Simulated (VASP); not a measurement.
# InCu3O3 (P4mm) in VASP: relaxation of cell and atoms with PBE

Aim: the relaxation of cell and atoms of InCu3O3 with PBE.

All numbers are computed with VASP 6.6.1; they aren't measurements. Logs are shortened: lines on timing, memory, paths and dates and some standing lists are left out, and cuts for length are marked.

### 1 The cell of the first run

The structure is tetragonal, space group P4mm (No. 99). Conventional cell: a = 4.305 Å, b = 4.305 Å, c = 5.531 Å, α = 90.00°, β = 90.00°, γ = 90.00°. In (site symmetry 4mm) has 6 O at 2.15 to 2.90 Å and 4 Cu at 3.09 Å within 3.1 Å. Within 2.9 Å of Cu (site symmetry 2mm) lie 2 Cu at 2.21 Å and 3 O at 2.26 to 2.28 Å. Cu (site symmetry 4mm) has 4 Cu at 2.21 Å and 4 O at 2.80 Å within 2.9 Å. Within 2.8 Å of O (site symmetry 2mm) lie 2 In at 2.15 Å and 3 Cu at 2.28 to 2.80 Å. O (site symmetry 4mm) has 4 Cu at 2.26 Å and 2 In at 2.63 to 2.90 Å within 3.0 Å.

The cell was generated, and may not be a known phase.

### 2 Relaxation of cell and atoms, PBE, collinear spin

The input, INCAR:

```
SYSTEM = InCu3O3
ALGO = Normal
EDIFF = 1E-7
EDIFFG = -0.08
ENCUT = 600
GGA = PE
GGA_COMPAT = .False.
IBRION = 2
ISIF = 3
ISMEAR = 0
ISPIN = 2
LASPH = .True.
LCHARG = .False.
LMAXMIX = 4
LORBIT = 11
LREAL = .False.
LWAVE = .False.
MAGMOM = 0 1 1 1 0 0 0
NELM = 200
NELMIN = 4
NSW = 36
PREC = Accurate
SIGMA = 0.15
```

The input, KPOINTS:

```
k-points
0
Gamma
  3 3 2
  0 0 0
```

The input, POSCAR:

```
InCu3O3
1.0
    4.3053598300      0.0000000000      0.0000000000
    0.0000000000      4.3053598300      0.0000000000
    0.0000000000      0.0000000000      5.5310957400
In Cu O
1 3 3
Direct
    0.5000000000      0.5000000000      0.0458527500
    0.0000000000      0.5000000000      0.4463052300
    0.5000000000      0.0000000000      0.4463052300
    0.0000000000      0.0000000000      0.3565806200
    0.0000000000      0.5000000000      0.0340448000
    0.5000000000      0.0000000000      0.0340448000
    0.5000000000      0.5000000000      0.5706004300
```

Potentials or basis: VASP PAW PBE potentials, release 64 (In_d, Cu, O).

Launch:

```
cat potpaw_PBE.64/In_d/POTCAR potpaw_PBE.64/Cu/POTCAR potpaw_PBE.64/O/POTCAR > POTCAR
mpirun -np 1 vasp_std > vasp.out
```

OUTCAR:

```text
SYSTEM = InCu3O3
   EDIFF = 1E-7
   EDIFFG = -0.08
   ENCUT = 600
   GGA = PE
   IBRION = 2
   ISIF = 3
   ISMEAR = 0
   ISPIN = 2
   LASPH = .True.
   LORBIT = 11
   LREAL = .False.
   NELM = 200
   NELMIN = 4
   NSW = 36
   PREC = Accurate

 ion  position               nearest neighbor table
   1  0.500  0.500  0.046-   5 2.15   6 2.15   6 2.15   5 2.15   7 2.63   7 2.90   3 3.09   3 3.09
                             2 3.09   2 3.09
   2  0.000  0.500  0.446-   4 2.21   4 2.21   7 2.26   7 2.26   5 2.28   1 3.09   1 3.09
   3  0.500  0.000  0.446-   4 2.21   4 2.21   7 2.26   7 2.26   6 2.28   1 3.09   1 3.09
   4  0.000  0.000  0.357-   2 2.21   3 2.21   2 2.21   3 2.21
   5  0.000  0.500  0.034-   1 2.15   1 2.15   2 2.28
   6  0.500  0.000  0.034-   1 2.15   1 2.15   3 2.28
   7  0.500  0.500  0.571-   2 2.26   3 2.26   3 2.26   2 2.26   1 2.63   1 2.90

  LATTYP: Found a simple tetragonal cell.
 ALAT       =     4.3053598300
 C/A-ratio  =     1.2846999922

  Lattice vectors:

 A1 = (   4.3053598300,   0.0000000000,   0.0000000000)
 A2 = (   0.0000000000,   4.3053598300,   0.0000000000)
 A3 = (   0.0000000000,   0.0000000000,   5.5310957400)

Analysis of symmetry for initial positions (statically):
=====================================================================
 Subroutine PRICEL returns:
 Original cell was already a primitive cell.

 Routine SETGRP: Setting up the symmetry group for a
 simple tetragonal supercell.

 Subroutine GETGRP returns: Found  8 space group operations
 (whereof  8 operations were pure point group operations)
 out of a pool of 16 trial point group operations.

The static configuration has the point symmetry C_4v.

Analysis of symmetry for dynamics (positions and initial velocities):
=====================================================================
 Subroutine PRICEL returns:
 Original cell was already a primitive cell.

 Routine SETGRP: Setting up the symmetry group for a
 simple tetragonal supercell.

 Subroutine GETGRP returns: Found  8 space group operations
 (whereof  8 operations were pure point group operations)
 out of a pool of 16 trial point group operations.

The dynamic configuration has the point symmetry C_4v.

Analysis of structural, dynamic, and magnetic symmetry:
=====================================================================
 Subroutine PRICEL returns:
 Original cell was already a primitive cell.

 Routine SETGRP: Setting up the symmetry group for a
 simple tetragonal supercell.

 Subroutine GETGRP returns: Found  8 space group operations
 (whereof  8 operations were pure point group operations)
 out of a pool of 16 trial point group operations.

The overall configuration has the point symmetry C_4v.

 Subroutine INISYM returns: Found  8 space group operations
 (whereof  8 operations are pure point group operations),
 and found     1 'primitive' translations

----------------------------------------------------------------------------------------

                                     Primitive cell

  volume of cell :     102.5251

  direct lattice vectors                    reciprocal lattice vectors
     4.305359830  0.000000000  0.000000000     0.232268623  0.000000000  0.000000000
     0.000000000  4.305359830  0.000000000     0.000000000  0.232268623  0.000000000
     0.000000000  0.000000000  5.531095740     0.000000000  0.000000000  0.180796003

  length of vectors
     4.305359830  4.305359830  5.531095740     0.232268623  0.232268623  0.180796003

  position of ions in fractional coordinates (direct lattice)
     0.500000000  0.500000000  0.045852750
     0.000000000  0.500000000  0.446305230
     0.500000000  0.000000000  0.446305230
     0.000000000  0.000000000  0.356580620
     0.000000000  0.500000000  0.034044800
     0.500000000  0.000000000  0.034044800
     0.500000000  0.500000000  0.570600430

  ion indices of the primitive-cell ions
   primitive index   ion index
                 1           1
                 2           2
                 3           3
                 4           4
                 5           5
                 6           6
                 7           7

----------------------------------------------------------------------------------------

 KPOINTS: k-points

Automatic generation of k-mesh.
 Grid dimensions read from file:
 generate k-points for:    3    3    2

 Generating k-lattice:

  Cartesian coordinates                     Fractional coordinates (reciprocal lattice)
     0.077422874  0.000000000  0.000000000     0.333333333  0.000000000  0.000000000
     0.000000000  0.077422874  0.000000000     0.000000000  0.333333333  0.000000000
     0.000000000  0.000000000  0.090398001     0.000000000  0.000000000  0.500000000

  Length of vectors
     0.077422874  0.077422874  0.090398001

  Shift w.r.t. Gamma in fractional coordinates (k-lattice)
     0.000000000  0.000000000  0.000000000

 Subroutine IBZKPT returns following result:
 ===========================================

 Found      6 irreducible k-points:

 Following reciprocal coordinates:
            Coordinates               Weight
  0.000000  0.000000  0.000000      1.000000
  0.333333  0.000000  0.000000      4.000000
  0.333333  0.333333  0.000000      4.000000
  0.000000  0.000000  0.500000      1.000000
  0.333333  0.000000  0.500000      4.000000
  0.333333  0.333333  0.500000      4.000000
   k-points           NKPTS =      6   k-points in BZ     NKDIM =      6   number of bands    NBANDS=     40
   number of dos      NEDOS =    301   number of ions     NIONS =      7
   total plane-waves  NPLWV =  62208
   dimension x,y,z NGX =    36 NGY =   36 NGZ =   48
   dimension x,y,z NGXF=    72 NGYF=   72 NGZF=   96
   ions per type =               1   3   3
   NGX,Y,Z   is equivalent  to a cutoff of  13.90, 13.90, 14.43 a.u.
   NGXF,Y,Z  is equivalent  to a cutoff of  27.80, 27.80, 28.85 a.u.
 SYSTEM =  InCu3O3
   PREC   = accura    normal or accurate (medium, high low for compatibility)
   ISTART =      0    job   : 0-new  1-cont  2-samecut
   ICHARG =      2    charge: 1-file 2-atom 10-const
   ISPIN  =      2    spin polarized calculation?
   LNONCOLLINEAR =      F non collinear calculations
   LSORBIT =      F    spin-orbit coupling
   LASPH  =      T    aspherical Exc in radial PAW
   ENCUT  =  600.0 eV  44.10 Ry    6.64 a.u.   8.60  8.60 11.05*2*pi/ulx,y,z
   NELM   =    200;   NELMIN=  4; NELMDL= -5     # of ELM steps
   EDIFF  = 0.1E-06   stopping-criterion for ELM
   LREAL  =      F    real-space projection
   EDIFFG = -.8E-01   stopping-criterion for IOM
   NSW    =     36    number of steps for IOM
   IBRION =      2    ionic relax: 0-MD 1-quasi-New 2-CG
   NFREE  =      1    steps in history (QN), initial steepest desc. (CG)
   ISIF   =      3    stress and relaxation
   ISYM   =      2    0-nonsym 1-usesym 2-fastsym
   POTIM  = 0.5000    time-step for ionic-motion
   TEBEG  =    0.0;   TEEND  =   0.0 temperature during run
   PSTRESS=    0.0 pullay stress
   NELECT =      64.0000    total number of electrons
   NUPDOWN=      -1.0000    fix difference up-down
   EMIN   =  10.00;   EMAX   =-10.00  energy-range for DOS
   EFERMI =   0.00;   METHOD = LEGACY
   ISMEAR =     0;   SIGMA  =   0.15  broadening in eV -4-tet -1-fermi 0-gaus
   EFERMI_NEDOS =   21; number of points for ismear=-14 and -15
   IALGO  =     38    algorithm
   IMIX   =      4    mixing-type and parameters
     AMIX     =   0.40;   BMIX     =  1.00
     AMIX_MAG =   1.60;   BMIX_MAG =  1.00
  volume/ion in A,a.u.               =      14.65        98.84
  Fermi-wavevector in a.u.,A,eV,Ry     =   1.399130  2.643973 26.634293  1.957565
  Thomas-Fermi vector in A             =   2.522220
   LORBIT       =     11    0 simple, 1 ext, 2 COOP (PROOUT), +10 PAW based schemes
   GGA     = PE    functional components
   LHFCALC =     F    Hartree Fock is set to
   AEXX    =    0.0000 exact exchange contribution
   IVDW    =     0    specifies the selected vdW correction
   LEPSILON=     F    determine dielectric tensor
   LRPA    =     F    only Hartree local field effects (RPA)
 conjugate gradient relaxation of ions
 spin polarized calculation
 Gauss-broadening in eV      SIGMA  =   0.15
  energy-cutoff  :      600.00
  volume of cell :      102.53
 maximum number of plane-waves:      3436
 NGX is ok and might be reduce to    36
   NGX = 17   NGY = 17   NGZ = 23

--------------------------------------- Ionic step        1  -------------------------------------------

 number of electron      63.9999984 magnetization       0.0001418

 number of electron      63.9999984 magnetization      -0.0000525

 Free energy of the ion-electron system (eV)
  ---------------------------------------------------
  ext. energy  EPLUGINS =         0.00000000
  ---------------------------------------------------
  free energy    TOTEN  =       -29.38142984 eV

  energy without entropy =      -29.36241867  energy(sigma->0) =      -29.37192425

------------------------ aborting loop because EDIFF is reached ----------------------------------------

  FORCE on cell =-STRESS in cart. coord.  units (eV):
  Direction    XX          YY          ZZ          XY          YZ          ZX
  --------------------------------------------------------------------------------------
  -------------------------------------------------------------------------------------
  Total       -0.0629549     -0.0629549     -8.3510329      0.0000000      0.0000000      0.0000000
  in kB       -0.9838066     -0.9838066   -130.5030592      0.0000000      0.0000000      0.0000000
  external PRESSURE =     -44.1568908 kB  Pullay stress =       0.0000000 kB
[... 108 lines left out ...]
  FREE ENERGIE OF THE ION-ELECTRON SYSTEM (eV)
  ---------------------------------------------------
  free  energy   TOTEN  =       -31.2477628518 eV

  energy  without entropy=      -31.2202401382  energy(sigma->0) =      -31.23400150

[... ionic steps 4 to 32 ...]

--------------------------------------- Ionic step       33  -------------------------------------------

 number of electron      63.9999988 magnetization       0.0003478

------------------------ aborting loop because EDIFF is reached ----------------------------------------

  FORCE on cell =-STRESS in cart. coord.  units (eV):
  Direction    XX          YY          ZZ          XY          YZ          ZX
  --------------------------------------------------------------------------------------
  -------------------------------------------------------------------------------------
  Total       -0.0593532     -0.0593532     -0.0682928      0.0000000      0.0000000      0.0000000
  in kB       -1.0266802     -1.0266802     -1.1813159      0.0000000      0.0000000      0.0000000
  external PRESSURE =      -1.0782254 kB  Pullay stress =       0.0000000 kB
[... 71 lines left out ...]
--------------------------------------- Ionic step       35  -------------------------------------------

 number of electron      63.9999994 magnetization      -0.0001125

 number of electron      63.9999994 magnetization       0.0000588

 Free energy of the ion-electron system (eV)
  ---------------------------------------------------
  ext. energy  EPLUGINS =         0.00000000
  ---------------------------------------------------
  free energy    TOTEN  =       -32.78238402 eV

  energy without entropy =      -32.72415730  energy(sigma->0) =      -32.75327066

 E-fermi :   5.9596     XC(G=0): -10.9481

 val. band max:        5.9567131139   @ k =   0.3333   0.3333   0.0000
 cond. band min:       5.9775915663   @ k =   0.3333   0.0000   0.0000
 fundamental gap:      0.0208784523
 Fermi energy:         5.9595887528

 spin component 1

 k-point     1 :       0.0000    0.0000    0.0000
  band No.  band energies     occupation
      1     -13.9667      1.00000
      2     -13.5740      1.00000
      3     -12.8133      1.00000
      4      -8.7583      1.00000
      5      -8.7583      1.00000
      6      -8.5428      1.00000
[... 247 lines left out ...]
     39      12.4933      0.00000
     40      13.6963      0.00000
 Fermi energy:         5.9595887528

 spin component 2

 k-point     1 :       0.0000    0.0000    0.0000
  band No.  band energies     occupation
      1     -13.9667      1.00000
      2     -13.5740      1.00000
      3     -12.8133      1.00000
      4      -8.7583      1.00000
      5      -8.7583      1.00000
      6      -8.5428      1.00000
[... 281 lines left out ...]
  FREE ENERGIE OF THE ION-ELECTRON SYSTEM (eV)
  ---------------------------------------------------
  free  energy   TOTEN  =       -32.7823840249 eV

  energy  without entropy=      -32.7241572956  energy(sigma->0) =      -32.75327066

 reached required accuracy - stopping structural energy minimisation

 total charge

# of ion       s       p       d       tot
------------------------------------------
    1        0.681   0.606  10.026  11.314
    2        0.331   0.251   9.265   9.847
    3        0.331   0.251   9.265   9.847
    4        0.345   0.328   9.215   9.888
    5        1.572   3.393   0.000   4.965
    6        1.572   3.393   0.000   4.965
    7        1.567   3.362   0.000   4.929
--------------------------------------------------
tot          6.400  11.584  37.771  55.755

 magnetization (x)

# of ion       s       p       d       tot
------------------------------------------
    1        0.000   0.000   0.000   0.000
    2        0.000   0.000   0.000   0.000
    3        0.000   0.000   0.000   0.000
    4        0.000   0.000   0.000   0.000
    5        0.000   0.000   0.000   0.000
    6        0.000   0.000   0.000   0.000
    7        0.000   0.000   0.000   0.000
--------------------------------------------------
tot          0.000   0.000   0.000   0.000
```

Wall time 34 min (1 thread of Oxide Virtual Turin-like, shared host); peak memory 0.28 GiB.

What came out:

| Property | Result |
| --- | --- |
| Free energy | -32.7824 eV |
| Relaxed volume | 13.13 Å³/atom |
| Relaxed cell | a = 3.995 Å, b = 3.995 Å, c = 5.761 Å, α = 90.00°, β = 90.00°, γ = 90.00° |
| Space group after relaxing (to 0.1 Å) | P4mm (No. 99) |
| Energy gained by relaxing | 485.9 meV/atom |
| Ionic steps | 35 |
| Pressure after relaxing | 0.4 GPa |
| Largest force after relaxing | 0.056 eV/Å |
| Band gap on the k mesh | zero (filled and empty bands overlap) |
| Net moment | 0.00 μB per cell |
| Valence electrons inside the program's atomic spheres | In 11.31; Cu 9.85, 9.89 (each value once); O 4.96, 4.93 (each value once) |

Forces in eV/Å, atoms in the order of the input:
```
In   0.000  0.000 -0.015
Cu   0.000  0.000  0.029
Cu   0.000  0.000  0.029
Cu   0.000  0.000 -0.056
O    0.000  0.000 -0.008
O    0.000  0.000 -0.008
O    0.000  0.000  0.029
```

The path:
```tsv
step	energy change (eV)	largest force (eV/Å)	pressure (GPa)	volume (Å³)
1	0.0000	2.9228	-4.42	102.53
2	-1.2668	2.7683	-2.82	96.54
3	-1.8663	3.4295	14.58	83.60
4	-2.1157	2.0149	4.15	88.86
5	-2.1463	2.1842	6.36	87.41
6	-2.7383	0.7736	-3.02	90.26
7	-2.7523	0.9882	-4.22	90.81
8	-2.9763	0.3593	-0.86	86.90
9	-3.0035	0.2515	1.47	85.14
10	-3.0269	0.3449	-0.23	86.32
11	-3.0314	0.4118	-1.64	87.43
12	-3.0461	0.3869	-1.05	87.28
13	-3.0596	0.4415	0.27	87.00
14	-3.0779	0.4076	0.45	87.13
15	-3.1257	0.3196	1.15	87.52
16	-3.0922	1.8870	3.32	88.23
17	-3.1403	0.5219	1.70	87.73
18	-3.1415	0.7139	1.94	87.82
19	-3.1481	0.7602	1.90	88.01
20	-3.1661	0.9099	1.68	88.55
21	-3.1911	1.2641	1.34	89.63
22	-3.1722	2.1958	0.81	91.73
23	-3.1940	1.6031	1.15	90.41
24	-3.2255	1.4798	0.72	90.97
25	-3.2962	1.1633	-0.51	92.63
26	-3.3272	0.7125	-2.63	95.78
27	-3.3337	0.8412	-2.04	94.79
28	-3.3538	0.7033	-1.22	94.06
29	-3.3733	0.4064	0.91	92.33
30	-3.3813	0.3084	0.60	92.48
31	-3.3947	0.2502	-0.38	92.93
32	-3.3957	0.2471	-0.70	93.09
33	-3.3997	0.1559	-0.11	92.62
34	-3.4007	0.1108	-0.02	92.39
35	-3.4010	0.0558	0.43	91.94
```

Final structure:
```
In Cu O
1.0
     3.99466    0.00000    0.00000
     0.00000    3.99466    0.00000
     0.00000    0.00000    5.76141
In Cu O
1 3 3
Direct
  0.50000 0.50000 0.95603
  0.00000 0.50000 0.50058
  0.50000 0.00000 0.50058
  0.00000 0.00000 0.19703
  0.00000 0.50000 0.10185
  0.50000 0.00000 0.10185
  0.50000 0.50000 0.57582
```

Caveat: the k points lie up to 0.55 Å⁻¹ apart in the final cell, too coarse for converged energies and pressures of a metal; spin-orbit coupling is left out, which moves the levels of the heavy elements; the relaxation stopped at a loose force limit of 0.08 eV/Å, so its end isn't a converged minimum. With open d or f shells a metallic result of PBE can be an artefact of self-interaction; +U or a hybrid may open a gap.

The gap in the log of VASP goes by the Fermi energy; the results here count the filled bands.